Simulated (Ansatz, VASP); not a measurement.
**One calculation of ZnBi3, two programs**

```xyz
4
Lattice="4.8732 0.0000 0.0000 0.0000 4.8732 0.0000 0.0000 0.0000 4.8732" Properties=species:S:1:pos:R:3 pbc="T T T"
Bi    2.4366    2.4366    0.0000
Bi    2.4366    0.0000    2.4366
Bi    0.0000    2.4366    2.4366
Zn    0.0000    0.0000    0.0000
```

Alike in both runs: functional revPBE; k mesh 3 × 3 × 3; occupations fermi-dirac, width 0.05 eV; no spin polarisation.

```csv
,VASP,Ansatz
version,VASP 6.6.1,Ansatz 0.2.0
potentials or method,"VASP PAW PBE potentials, release 64 (Bi_d, Zn)",Ansatz PAW
plane-wave cutoff (eV),520,420
valence electrons in the cell,57,57
task,single point,band structure
```

Ansatz gave:

| Property | Result |
| --- | --- |
| gap on the k mesh at the Fermi level (eV) | none |
| pressure (GPa) | 1.6 |

Which values does VASP return?

gap on the k mesh at the Fermi level (eV): none; pressure (GPa): 1.5.

VASP's potentials were made for PBE, not for revPBE. A gap of «none» marks a metal or a gap that the smearing closes.

The k mesh is coarse, so the values compare programs but aren't converged. Neither program's run includes spin-orbit coupling.
